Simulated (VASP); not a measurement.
# Fe (Fm-3m) in VASP: single point with PBE

Aim: the single point of Fe with PBE.

Program: VASP 6.6.1. These are calculated values, not measurements. Logs are shortened: lines on timing, memory, paths and dates and some standing lists are left out, and cuts for length are marked.

### Step 1. The cell of the first run

It takes space group Fm-3m (No. 225, cubic). Conventional cell: a = 3.490 Å, b = 3.490 Å, c = 3.490 Å, α = 90.00°, β = 90.00°, γ = 90.00°. Within 3.3 Å of Fe (site symmetry m-3m) lie 12 Fe at 2.47 Å.

This isn't the form of Fe at room conditions, which is bcc.

### Step 2. Single point, PBE, collinear spin, antiferromagnetic start

Input file INCAR:

```
SYSTEM = Fe
  PREC = Accurate
  ENCUT = 520
  EDIFF = 1E-6
  ISMEAR = -1
  SIGMA = 0.1
  LREAL = .False.
  LASPH = .True.
  NELM = 150
  ALGO = Normal
  ISIF = 2
  LWAVE = .False.
  LCHARG = .False.
  ISPIN = 2
  MAGMOM = 4 -4
  LORBIT = 11
  LMAXMIX = 4
  GGA = PE
  ISYM = 0
  NBANDS = 19
```

Input file KPOINTS:

```
regular mesh
0
Gamma
  13 13 7
  0 0 0
```

Input file POSCAR:

```
Fe
1.0
    0.0000000000      1.7450000000      1.7450000000
    1.7450000000      0.0000000000      1.7450000000
    3.4900000000      3.4900000000      0.0000000000
Fe
2
Direct
    0.0000000000      0.0000000000      0.0000000000
    0.0000000000      0.0000000000      0.5000000000
```

Potentials or basis: VASP PAW PBE potentials, release 64 (Fe).

Run with:

```
$ cat potpaw_PBE.64/Fe/POTCAR > POTCAR
$ mpirun -np 1 vasp_std > vasp.out
```

OUTCAR:

```text
SYSTEM = Fe
   PREC = Accurate
   ENCUT = 520
   EDIFF = 1E-6
   ISMEAR = -1
   LREAL = .False.
   LASPH = .True.
   NELM = 150
   ISIF = 2
   ISPIN = 2
   LORBIT = 11
   GGA = PE
   ISYM = 0

 ion  position               nearest neighbor table
   1  0.000  0.000  0.000-   2 2.47   2 2.47   2 2.47   2 2.47   2 2.47   2 2.47
   2  0.000  0.000  0.500-   1 2.47   1 2.47   1 2.47   1 2.47   1 2.47   1 2.47

IMPORTANT INFORMATION: All symmetrisations will be switched off!
NOSYMM: (Re-)initialisation of all symmetry stuff for point group C_1.

----------------------------------------------------------------------------------------

                                     Primitive cell

  volume of cell :      21.2543

  direct lattice vectors                    reciprocal lattice vectors
     0.000000000  1.745000000  1.745000000    -0.286532951  0.286532951  0.286532951
     1.745000000  0.000000000  1.745000000     0.286532951 -0.286532951  0.286532951
     3.490000000  3.490000000  0.000000000     0.143266476  0.143266476 -0.143266476

  length of vectors
     2.467802666  2.467802666  4.935605333     0.496289630  0.496289630  0.248144815

  position of ions in fractional coordinates (direct lattice)
     0.000000000  0.000000000  0.000000000
     0.000000000  0.000000000  0.500000000

  ion indices of the primitive-cell ions
   primitive index   ion index
                 1           1
                 2           2

----------------------------------------------------------------------------------------

 KPOINTS: regular mesh

Automatic generation of k-mesh.
 Grid dimensions read from file:
 generate k-points for:   13   13    7

 Generating k-lattice:

  Cartesian coordinates                     Fractional coordinates (reciprocal lattice)
    -0.022040996  0.022040996  0.022040996     0.076923077  0.000000000  0.000000000
     0.022040996 -0.022040996  0.022040996     0.000000000  0.076923077  0.000000000
     0.020466639  0.020466639 -0.020466639     0.000000000  0.000000000  0.142857143

  Length of vectors
     0.038176125  0.038176125  0.035449259

  Shift w.r.t. Gamma in fractional coordinates (k-lattice)
     0.000000000  0.000000000  0.000000000

 -----------------------------------------------------------------------------
|                                                                             |
|           W    W    AA    RRRRR   N    N  II  N    N   GGGG   !!!           |
|           W    W   A  A   R    R  NN   N  II  NN   N  G    G  !!!           |
|           W    W  A    A  R    R  N N  N  II  N N  N  G       !!!           |
|           W WW W  AAAAAA  RRRRR   N  N N  II  N  N N  G  GGG   !            |
[... 87 lines left out ...]
  volume/ion in A,a.u.               =      10.63        71.72
  Fermi-wavevector in a.u.,A,eV,Ry     =   1.489245  2.814264 30.175678  2.217850
  Thomas-Fermi vector in A             =   2.602178
   LORBIT       =     11    0 simple, 1 ext, 2 COOP (PROOUT), +10 PAW based schemes
   GGA     = PE    functional components
   LHFCALC =     F    Hartree Fock is set to
   AEXX    =    0.0000 exact exchange contribution
   IVDW    =     0    specifies the selected vdW correction
   LEPSILON=     F    determine dielectric tensor
   LRPA    =     F    only Hartree local field effects (RPA)
 spin polarized calculation
  energy-cutoff  :      520.00
  volume of cell :       21.25
 maximum number of plane-waves:       586
   NGX =  9   NGY =  9   NGZ = 19

 number of electron      16.0000001 magnetization      -0.0018929

 number of electron      16.0000001 magnetization       0.0004512

 Free energy of the ion-electron system (eV)
  ---------------------------------------------------
  ext. energy  EPLUGINS =         0.00000000
  ---------------------------------------------------
  free energy    TOTEN  =       -16.22212306 eV

  energy without entropy =      -16.10512015  energy(sigma->0) =      -16.16362160

 E-fermi :   6.5220     XC(G=0): -13.5371

 val. band max:        6.5218573749   @ k =  -0.3846  -0.3846   0.4286
 cond. band min:       6.5221475585   @ k =  -0.3846  -0.3846   0.4286
 fundamental gap:      0.0002901836
 Fermi energy:         6.5219800255

 spin component 1

 k-point     1 :       0.0000    0.0000    0.0000
  band No.  band energies     occupation
      1      -2.2264      1.00000
      2       1.7502      1.00000
      3       4.5528      1.00000
      4       4.5531      1.00000
      5       4.8940      1.00000
      6       4.9925      1.00000
[... 517 lines left out ...]
     18      29.2193      0.00000
     19      31.3067      0.00000

 [... further k-points ...]

 spin component 2

 k-point     1 :       0.0000    0.0000    0.0000
  band No.  band energies     occupation
      1      -2.2264      1.00000
      2       1.7504      1.00000
      3       4.5531      1.00000
      4       4.5533      1.00000
      5       4.8942      1.00000
      6       4.9927      1.00000
[... 517 lines left out ...]
     18      29.2193      0.00000
     19      31.3068      0.00000

 [... further k-points ...]
[... 5 lines left out ...]
  --------------------------------------------------------------------------------------
  -------------------------------------------------------------------------------------
  Total       -0.3743008     -0.3742992     -0.3716913      0.3251047     -0.3228754     -0.3228766
  in kB      -28.2153257    -28.2152008    -28.0186137     24.5068496    -24.3388070    -24.3388976
  external PRESSURE =     -28.1497134 kB  Pullay stress =       0.0000000 kB

 VOLUME and BASIS-vectors are now :
 -----------------------------------------------------------------------------
  energy-cutoff  :      520.00
  volume of cell :       21.25
      direct lattice vectors                 reciprocal lattice vectors
     0.000000000  1.745000000  1.745000000    -0.286532951  0.286532951  0.286532951
     1.745000000  0.000000000  1.745000000     0.286532951 -0.286532951  0.286532951
     3.490000000  3.490000000  0.000000000     0.143266476  0.143266476 -0.143266476

 POSITION                                       TOTAL-FORCE (eV/Angst)
 -----------------------------------------------------------------------------------
      0.00000      0.00000      0.00000        -0.000000     -0.000000      0.000000
      1.74500      1.74500      0.00000         0.000000      0.000000     -0.000000
 -----------------------------------------------------------------------------------
    total drift:                               -0.000001      0.000001     -0.000000

  FREE ENERGIE OF THE ION-ELECTRON SYSTEM (eV)
  ---------------------------------------------------
  free  energy   TOTEN  =       -16.2221230612 eV

  energy  without entropy=      -16.1051201470  energy(sigma->0) =      -16.16362160

 total charge

# of ion       s       p       d       tot
------------------------------------------
    1        0.520   0.599   6.289   7.408
    2        0.520   0.599   6.289   7.408
--------------------------------------------------
tot          1.040   1.198  12.578  14.816

 magnetization (x)

# of ion       s       p       d       tot
------------------------------------------
    1        0.004   0.012   1.055   1.071
    2       -0.004  -0.012  -1.055  -1.071
--------------------------------------------------
tot         -0.000  -0.000   0.000   0.000
```

stdout:

```text
POSCAR found type information on POSCAR Fe
 POSCAR found :  1 types and       2 ions
 scaLAPACK will be used
 LDA part: xc-table for (Slater+PW92), standard interpolation
 -----------------------------------------------------------------------------
|                                                                             |
|           W    W    AA    RRRRR   N    N  II  N    N   GGGG   !!!           |
|           W    W   A  A   R    R  NN   N  II  NN   N  G    G  !!!           |
|           W    W  A    A  R    R  N N  N  II  N N  N  G       !!!           |
|           W WW W  AAAAAA  RRRRR   N  N N  II  N  N N  G  GGG   !            |
|           WW  WW  A    A  R   R   N   NN  II  N   NN  G    G                |
|           W    W  A    A  R    R  N    N  II  N    N   GGGG   !!!           |
|                                                                             |
|     Your reciprocal lattice and k-lattice belong to different lattice       |
|     classes:                                                                |
|                                                                             |
|        The reciprocal lattice is rhombohedral (trigonal),                   |
|        whereas your k-lattice is base-centered monoclinic.                  |
|                                                                             |
|     Results are often still useful ...                                      |
|                                                                             |
 -----------------------------------------------------------------------------

 POSCAR, INCAR and KPOINTS ok, starting setup
 FFT: planning ... GRIDC
 FFT: planning ... GRID_SOFT
 FFT: planning ... GRID
 WAVECAR not read
 entering main loop
```

It took 4.9 min on 1 thread of AMD EPYC 9R45 (Zen 5), shared host; peak memory 0.38 GiB.

Results:

```
Free energy                                           : -16.2221 eV
Pressure                                              : -2.8 GPa
Band gap on the k mesh                                : zero (filled and empty bands overlap)
Net moment                                            : 0.00 μB per cell
Site moments                                          : Fe +1.07, -1.07 μB
Valence electrons inside the program's atomic spheres : Fe 7.41
```

Stress tensor (GPa, compression positive):
```
-2.82  2.45 -2.43
 2.45 -2.82 -2.43
-2.43 -2.43 -2.80
```

Levels at points of the mesh, in eV from the Fermi level:
Spin up:
```
           k point  band 4  band 5  band 6  band 7  band 8  band 9  band 10  band 11  band 12  band 13
(0.00, 0.00, 0.00)   -1.97   -1.63   -1.53   -1.53   -0.17   -0.17     0.06     1.11     1.11     7.88
```
Spin down:
```tsv
k point	band 4	band 5	band 6	band 7	band 8	band 9	band 10	band 11	band 12	band 13
(0.00, 0.00, 0.00)	-1.97	-1.63	-1.53	-1.53	-0.17	-0.17	0.06	1.11	1.11	7.88
```

Caveat: the antiferromagnetic order is the one typed at the start, and another may lie lower.
